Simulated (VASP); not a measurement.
Runs of VASP 6.6.1 on O. The structure is that of space group Fmmm (No. 69), or close to it. The cells are those of the table. 

| task | cell | gap on the mesh (eV) | pressure (GPa) | largest force (eV/Å) |
| --- | --- | --- | --- | --- |
| electric field gradients | a = 3.953, b = 3.657, c = 2.574 Å, angles 76.6, 64.1, 39.3°, 2 atoms | none | 18.2 | 5.74 |
| single point | a = 4.005, b = 3.705, c = 2.608 Å, angles 76.6, 64.1, 39.3°, 2 atoms | none | 11.8 | 4.13 |
| single point | a = 3.927, b = 3.632, c = 2.557 Å, angles 76.6, 64.1, 39.3°, 2 atoms | none | 21.8 | 6.64 |
| electric field gradients | a = 3.980, b = 3.681, c = 2.591 Å, angles 76.6, 64.1, 39.3°, 2 atoms | none | 14.8 | 4.91 |
| single point | a = 3.900, b = 3.608, c = 2.540 Å, angles 76.6, 64.1, 39.3°, 2 atoms | none | 25.8 | 7.60 |
| single point | a = 3.980, b = 3.681, c = 2.591 Å, angles 76.6, 64.1, 39.3°, 2 atoms | none | 14.8 | 4.91 |
| electric field gradients | a = 3.900, b = 3.608, c = 2.540 Å, angles 76.6, 64.1, 39.3°, 2 atoms | none | (a) | 7.60 |
| electric field gradients | a = 3.927, b = 3.632, c = 2.557 Å, angles 76.6, 64.1, 39.3°, 2 atoms | none | 21.8 | 6.64 |

Alike in all rows: level PBE; potentials or basis VASP PAW PBE potentials, release 64 (O); no spin polarisation; k mesh 12 × 12 × 12; cutoff (eV) 520; smearing fermi-dirac 0.01 eV.

Q: Fill in the values left out.

A: (a) 25.9.

Caveats: the standard files for N, O and F lose accuracy on very short bonds; spin is off for a triplet molecule; the cell stands under pressure; this functional lacks dispersion, which holds the molecules together, so the pressure and a relaxed volume are unreliable; forces of over 1 eV/Å act on the atoms, so gaps and moduli don't describe the material at rest.

A gap of «none» marks levels without a gap at the run's occupations.
